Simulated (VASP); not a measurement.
BN: single point with PBE

The system is BN.

```xyz
2
Lattice="0.0000 1.7402 1.8716 1.8716 0.0000 1.8716 1.8716 1.7402 0.0000" Properties=species:S:1:pos:R:3 pbc="T T T"
B     0.0000    0.0000    0.0000
N     2.8074    2.6104    2.8074
```

This cell differs from its parent crystal: volume 6.096 Å^3 an atom, c/a of the conventional cell 0.9298.

```json
{"Program": "VASP 6.6.1", "Task": "single point", "Functional": "PBE", "Potentials or basis": "VASP PAW PBE potentials, release 64 (B, N)", "Cutoff": "520 eV", "k mesh": "12 × 12 × 12", "Occupations": "gaussian, width 0.05 eV", "Spin": "no spin polarisation", "Dipole correction": "no", "Further INCAR settings": "ALGO = Normal; EDIFF = 1e-06; NBANDS = 11"}
```

- Pressure: -8.4 GPa
- Band gap on the k mesh: 3.26 eV, indirect (least direct gap 7.96 eV)

Stress tensor (GPa, compression positive):
```
-21.42   0.00   0.00
  0.00  17.74   0.00
  0.00   0.00 -21.42
```

Levels at points of the mesh, in eV from the valence-band top:
```csv
k point,band 1,band 2,band 3,band 4,band 5,band 6,band 7,band 8,band 9
"(0.00, 0.00, 0.00)",-20.29,-0.62,-0.62,0.00,7.96,8.47,8.47,9.39,23.78
"(0.50, 0.00, 0.00)",-16.20,-10.81,-2.80,-1.79,8.55,9.73,11.22,14.55,22.46
"(0.50, 0.50, 0.00)",-15.15,-9.46,-4.82,-4.80,4.45,9.23,16.27,17.24,19.25
"(0.50, 0.00, 0.50)",-14.36,-8.42,-5.77,-5.77,3.26,7.51,17.09,17.09,20.76
```

It took 15 s on 1 thread of Intel Xeon 6975P-C, on a shared host, peak memory 0.13 GiB.

 A k mesh can miss the band edges.
